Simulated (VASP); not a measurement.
# Ti (P6_3/mmc) in VASP: notebook

The runs below take Ti through single point, with LDA.

All numbers are computed with VASP 6.6.1; they aren't measurements. Logs are shortened: lines on timing, memory, paths and dates and some standing lists are left out, and cuts for length are marked.

**1. The cell of the first run**

The structure is hexagonal, space group P6_3/mmc (No. 194). Conventional cell: a = 2.950 Å, b = 2.950 Å, c = 4.540 Å, α = 90.00°, β = 90.00°, γ = 120.00°. Ti (site symmetry -6m2) has 12 Ti at 2.84 to 2.95 Å within 3.7 Å.

**2. Single point, LDA**

The input, INCAR:

```
SYSTEM = Ti
  PREC = Accurate
  ENCUT = 520
  EDIFF = 1E-6
  ISMEAR = 0
  SIGMA = 0.1
  LREAL = .False.
  LASPH = .True.
  NELM = 60
  ALGO = Normal
  ISIF = 2
  LWAVE = .False.
  LCHARG = .True.
  GGA = CA
  LELF = .True.
  LVHAR = .True.
  NBANDS = 19
```

The input, KPOINTS:

```
regular mesh
0
Gamma
  13 13 8
  0 0 0
```

The input, POSCAR:

```
Ti
1.0
    2.9500000000      0.0000000000      0.0000000000
   -1.4750000000      2.5547749400      0.0000000000
    0.0000000000      0.0000000000      4.5396000000
Ti
2
Direct
    0.3333333333      0.6666666667      0.2500000000
    0.6666666667      0.3333333333      0.7500000000
```

Potentials or basis: VASP PAW LDA potentials, release 64 (Ti_sv).

Run with:

```console
> cat potpaw_LDA.64/Ti_sv/POTCAR > POTCAR
> mpirun -np 1 vasp_std > vasp.out
```

OUTCAR:

```text
SYSTEM = Ti
   PREC = Accurate
   ENCUT = 520
   EDIFF = 1E-6
   ISMEAR = 0
   LREAL = .False.
   LASPH = .True.
   NELM = 60
   ISIF = 2
   GGA = CA

 ion  position               nearest neighbor table
   1  0.333  0.667  0.250-   2 2.84   2 2.84   2 2.84   2 2.84   2 2.84   2 2.84
   2  0.667  0.333  0.750-   1 2.84   1 2.84   1 2.84   1 2.84   1 2.84   1 2.84

  LATTYP: Found a hexagonal cell.
 ALAT       =     2.9500000000
 C/A-ratio  =     1.5388474576

  Lattice vectors:

 A1 = (   2.9500000000,   0.0000000000,   0.0000000000)
 A2 = (  -1.4750000000,   2.5547749400,   0.0000000000)
 A3 = (   0.0000000000,   0.0000000000,   4.5396000000)

Analysis of symmetry for initial positions (statically):
=====================================================================
 Subroutine PRICEL returns:
 Original cell was already a primitive cell.

 Routine SETGRP: Setting up the symmetry group for a
 hexagonal supercell.

 Subroutine GETGRP returns: Found 24 space group operations
 (whereof 12 operations were pure point group operations)
 out of a pool of 24 trial point group operations.

The static configuration has the point symmetry D_3d.
 The point group associated with its full space group is D_6h.

Analysis of symmetry for dynamics (positions and initial velocities):
=====================================================================
 Subroutine PRICEL returns:
 Original cell was already a primitive cell.

 Routine SETGRP: Setting up the symmetry group for a
 hexagonal supercell.

 Subroutine GETGRP returns: Found 24 space group operations
 (whereof 12 operations were pure point group operations)
 out of a pool of 24 trial point group operations.

The dynamic configuration has the point symmetry D_3d.
 The point group associated with its full space group is D_6h.

 Subroutine INISYM returns: Found 24 space group operations
 (whereof 12 operations are pure point group operations),
 and found     1 'primitive' translations

----------------------------------------------------------------------------------------

                                     Primitive cell

  volume of cell :      34.2131

  direct lattice vectors                    reciprocal lattice vectors
     2.950000000  0.000000000  0.000000000     0.338983051  0.195711956  0.000000000
    -1.475000000  2.554774940  0.000000000     0.000000000  0.391423911  0.000000000
     0.000000000  0.000000000  4.539600000     0.000000000  0.000000000  0.220283725

  length of vectors
     2.950000000  2.949999999  4.539600000     0.391423911  0.391423911  0.220283725

  position of ions in fractional coordinates (direct lattice)
     0.333333333  0.666666667  0.250000000
     0.666666667  0.333333333  0.750000000

  ion indices of the primitive-cell ions
   primitive index   ion index
                 1           1
                 2           2

----------------------------------------------------------------------------------------

 KPOINTS: regular mesh

Automatic generation of k-mesh.
 Grid dimensions read from file:
 generate k-points for:   13   13    8

 Generating k-lattice:

  Cartesian coordinates                     Fractional coordinates (reciprocal lattice)
     0.026075619  0.015054766  0.000000000     0.076923077  0.000000000  0.000000000
     0.000000000  0.030109532  0.000000000     0.000000000  0.076923077  0.000000000
     0.000000000  0.000000000  0.027535466     0.000000000  0.000000000  0.125000000

  Length of vectors
     0.030109532  0.030109532  0.027535466

  Shift w.r.t. Gamma in fractional coordinates (k-lattice)
     0.000000000  0.000000000  0.000000000

 Subroutine IBZKPT returns following result:
 ===========================================

 Found    105 irreducible k-points:

 Following reciprocal coordinates:
            Coordinates               Weight
  0.000000  0.000000  0.000000      1.000000
  0.076923  0.000000  0.000000      6.000000
  0.153846  0.000000  0.000000      6.000000
  0.230769  0.000000  0.000000      6.000000
  0.307692  0.000000  0.000000      6.000000
  0.384615  0.000000  0.000000      6.000000
[... 16 lines left out ...]
  0.076923  0.000000  0.125000     12.000000
  0.153846  0.000000  0.125000     12.000000
 [... further k-points ...]
   k-points           NKPTS =    105   k-points in BZ     NKDIM =    105   number of bands    NBANDS=     19
   number of dos      NEDOS =    301   number of ions     NIONS =      2
   total plane-waves  NPLWV =  20736
   dimension x,y,z NGX =    24 NGY =   24 NGZ =   36
   dimension x,y,z NGXF=    48 NGYF=   48 NGZF=   72
   ions per type =               2
   NGX,Y,Z   is equivalent  to a cutoff of  13.53, 13.53, 13.18 a.u.
   NGXF,Y,Z  is equivalent  to a cutoff of  27.05, 27.05, 26.37 a.u.
 SYSTEM =  Ti
   PREC   = accura    normal or accurate (medium, high low for compatibility)
   ISTART =      0    job   : 0-new  1-cont  2-samecut
   ICHARG =      2    charge: 1-file 2-atom 10-const
   ISPIN  =      1    spin polarized calculation?
   LNONCOLLINEAR =      F non collinear calculations
   LSORBIT =      F    spin-orbit coupling
   LASPH  =      T    aspherical Exc in radial PAW
   ENCUT  =  520.0 eV  38.22 Ry    6.18 a.u.   5.49  5.49  8.44*2*pi/ulx,y,z
   NELM   =     60;   NELMIN=  2; NELMDL= -5     # of ELM steps
   EDIFF  = 0.1E-05   stopping-criterion for ELM
   LREAL  =      F    real-space projection
[... 7 lines left out ...]
   TEBEG  =    0.0;   TEEND  =   0.0 temperature during run
   PSTRESS=    0.0 pullay stress
   NELECT =      24.0000    total number of electrons
   NUPDOWN=      -1.0000    fix difference up-down
   EMIN   =  10.00;   EMAX   =-10.00  energy-range for DOS
   EFERMI =   0.00;   METHOD = LEGACY
   ISMEAR =     0;   SIGMA  =   0.10  broadening in eV -4-tet -1-fermi 0-gaus
   EFERMI_NEDOS =   21; number of points for ismear=-14 and -15
   IALGO  =     38    algorithm
   IMIX   =      4    mixing-type and parameters
     AMIX     =   0.40;   BMIX     =  1.00
     AMIX_MAG =   1.60;   BMIX_MAG =  1.00
  volume/ion in A,a.u.               =      17.11       115.44
  Fermi-wavevector in a.u.,A,eV,Ry     =   1.454614  2.748822 28.788602  2.115903
  Thomas-Fermi vector in A             =   2.571744
   LORBIT       =      0    0 simple, 1 ext, 2 COOP (PROOUT), +10 PAW based schemes
   GGA     = CA    functional components
   LHFCALC =     F    Hartree Fock is set to
   AEXX    =    0.0000 exact exchange contribution
   IVDW    =     0    specifies the selected vdW correction
   LEPSILON=     F    determine dielectric tensor
   LRPA    =     F    only Hartree local field effects (RPA)
 non-spin polarized calculation
 Gauss-broadening in eV      SIGMA  =   0.10
  energy-cutoff  :      520.00
  volume of cell :       34.21
 maximum number of plane-waves:       953
 NGX is ok and might be reduce to    24
   NGX = 11   NGY = 11   NGZ = 17

 number of electron      23.9999998 magnetization

 Free energy of the ion-electron system (eV)
  ---------------------------------------------------
  ext. energy  EPLUGINS =         0.00000000
  ---------------------------------------------------
  free energy    TOTEN  =       -17.05340814 eV

  energy without entropy =      -17.04239549  energy(sigma->0) =      -17.04790181

 E-fermi :   8.2755     XC(G=0): -11.8562

 val. band max:        8.2690471692   @ k =   0.1538   0.0000   0.1250
 cond. band min:       8.2793809113   @ k =   0.0769   0.0000   0.5000
 fundamental gap:      0.0103337421
 Fermi energy:         8.2754717813

 k-point     1 :       0.0000    0.0000    0.0000
  band No.  band energies     occupation
      1     -47.8981      2.00000
      2     -47.7275      2.00000
      3     -24.9208      2.00000
      4     -24.2241      2.00000
      5     -24.2241      2.00000
      6     -24.1092      2.00000
[... 11 lines left out ...]
     18       9.7104      0.00000
     19      11.4221      0.00000

 k-point     2 :       0.0769    0.0000    0.0000
  band No.  band energies     occupation
      1     -47.8918      2.00000
      2     -47.7256      2.00000
      3     -24.9066      2.00000
      4     -24.2504      2.00000
      5     -24.2335      2.00000
      6     -24.1256      2.00000
[... 11 lines left out ...]
     18       9.6399      0.00000
     19      11.4770      0.00000

 k-point     3 :       0.1538    0.0000    0.0000
  band No.  band energies     occupation
      1     -47.8741      2.00000
      2     -47.7207      2.00000
      3     -24.8658      2.00000
      4     -24.3239      2.00000
      5     -24.2588      2.00000
      6     -24.2011      2.00000
[... 11 lines left out ...]
     18       9.9224      0.00000
     19      11.6003      0.00000

 k-point     4 :       0.2308    0.0000    0.0000
  band No.  band energies     occupation
      1     -47.8479      2.00000
      2     -47.7149      2.00000
      3     -24.8030      2.00000
      4     -24.4288      2.00000
      5     -24.3040      2.00000
      6     -24.2930      2.00000
[... 11 lines left out ...]
     18      10.3659      0.00000
     19      11.7281      0.00000

 k-point     5 :       0.3077    0.0000    0.0000
  band No.  band energies     occupation
      1     -47.8180      2.00000
      2     -47.7107      2.00000
      3     -24.7265      2.00000
      4     -24.5414      2.00000
      5     -24.4092      2.00000
      6     -24.3279      2.00000
[... 11 lines left out ...]
     18      10.8883      0.00000
     19      11.8277      0.00000
[... 334 lines left out ...]
      2     -47.7247      2.00000
      3     -24.6203      2.00000
      4     -24.5012      2.00000
      5     -24.4828      2.00000
      6     -24.4640      2.00000
[... 11 lines left out ...]
     18      11.7208      0.00000
     19      13.7132      0.00000

 k-point    22 :       0.0000    0.0000    0.1250
  band No.  band energies     occupation
      1     -47.8917      2.00000
      2     -47.7341      2.00000
      3     -24.8912      2.00000
      4     -24.2193      2.00000
      5     -24.2193      2.00000
      6     -24.1415      2.00000
[... 11 lines left out ...]
     18       9.8952      0.00000
     19      11.4414      0.00000

 k-point    23 :       0.0769    0.0000    0.1250
  band No.  band energies     occupation
      1     -47.8856      2.00000
      2     -47.7321      2.00000
      3     -24.8786      2.00000
      4     -24.2449      2.00000
      5     -24.2285      2.00000
      6     -24.1640      2.00000
[... 11 lines left out ...]
     18       9.8984      0.00000
     19      11.4882      0.00000

 k-point    24 :       0.1538    0.0000    0.1250
  band No.  band energies     occupation
      1     -47.8683      2.00000
      2     -47.7266      2.00000
      3     -24.8426      2.00000
      4     -24.3163      2.00000
      5     -24.2532      2.00000
      6     -24.2342      2.00000
[... 11 lines left out ...]
     18      10.0390      0.00000
     19      11.5923      0.00000

 [... further k-points ...]
[... 5 lines left out ...]
  --------------------------------------------------------------------------------------
  -------------------------------------------------------------------------------------
  Total       -1.6497074     -1.6497074     -1.0795526      0.0000000     -0.0000000      0.0000000
  in kB      -77.2547625    -77.2547624    -50.5547702      0.0000000     -0.0000000      0.0000000
  external PRESSURE =     -68.3547650 kB  Pullay stress =       0.0000000 kB

 VOLUME and BASIS-vectors are now :
 -----------------------------------------------------------------------------
  energy-cutoff  :      520.00
  volume of cell :       34.21
      direct lattice vectors                 reciprocal lattice vectors
     2.950000000  0.000000000  0.000000000     0.338983051  0.195711956  0.000000000
    -1.475000000  2.554774940  0.000000000     0.000000000  0.391423911  0.000000000
     0.000000000  0.000000000  4.539600000     0.000000000  0.000000000  0.220283725

 POSITION                                       TOTAL-FORCE (eV/Angst)
 -----------------------------------------------------------------------------------
     -0.00000      1.70318      1.13490         0.000000     -0.000000      0.000000
      1.47500      0.85159      3.40470        -0.000000      0.000000      0.000000
 -----------------------------------------------------------------------------------
    total drift:                                0.000000     -0.000000      0.000000

  FREE ENERGIE OF THE ION-ELECTRON SYSTEM (eV)
  ---------------------------------------------------
  free  energy   TOTEN  =       -17.0534081385 eV

  energy  without entropy=      -17.0423954867  energy(sigma->0) =      -17.04790181
```

Wall time 57 s (1 thread of Intel Xeon Platinum 8259CL at 2.50GHz (Skylake/Cascade Lake), shared host); peak memory 0.17 GiB.

Results:

| Property | Result |
| --- | --- |
| Free energy | -17.0534 eV |
| Pressure | -6.8 GPa |
| Band gap on the k mesh | zero (band 12 reaches 9.03 eV, above the bottom of band 13 at 8.06 eV) |

Stress tensor (GPa, compression positive):
```
-7.73  0.00  0.00
 0.00 -7.73  0.00
 0.00  0.00 -5.06
```

**3. Single point, LDA**

This run uses another cell than the first one, of 17.37 Å³/atom, 1.015 times its volume.

The input, INCAR:

```
SYSTEM = Ti
PREC = Accurate ; ENCUT = 520
EDIFF = 1E-7 ; ISMEAR = 0
SIGMA = 0.1 ; LREAL = .False.
LASPH = .True. ; NELM = 100
ALGO = Normal ; ISIF = 2
LWAVE = .False. ; LCHARG = .True.
LELF = .True. ; LVHAR = .True.
NBANDS = 19
```

The input, KPOINTS:

```
Automatic mesh
0
Gamma
  13 13 8
  0 0 0
```

POSCAR, as its differences from that of step 2:

```diff
@@ -4,3 +4,3 @@
    -1.4750000000      2.5547749400      0.0000000000
-    0.0000000000      0.0000000000      4.5396000000
+    0.0000000000      0.0000000000      4.6098000000
 Ti
```

Potentials or basis: VASP PAW LDA potentials, release 64 (Ti_sv).

Run with:

```console
> cat potpaw_LDA.64/Ti_sv/POTCAR > POTCAR
> mpirun -np 1 vasp_std > vasp.out
```

It took 72 s on 1 thread of Intel Xeon Platinum 8259CL at 2.50GHz (Skylake/Cascade Lake), shared host; peak memory 0.17 GiB.

Results (log left out):

```yaml
Free_energy: -17.0325 eV
Pressure: -8.4 GPa
Band_gap_on_the_k_mesh: zero (band 12 reaches 8.81 eV, above the bottom of band 13 at 7.89 eV)
```

Stress tensor (GPa, compression positive):
```
-8.82  0.00  0.00
 0.00 -8.82  0.00
 0.00  0.00 -7.64
```

Levels at points of the mesh, in eV from the Fermi level:
```csv
k point,band 10,band 11,band 12,band 13,band 14,band 15
"(0.00, 0.00, 0.00)",-2.69,0.71,0.71,0.93,0.99,1.23
"(0.00, 0.00, 0.50)",-4.25,0.12,0.12,0.59,0.59,0.59
```

(Part 1 of 2 ends here.)
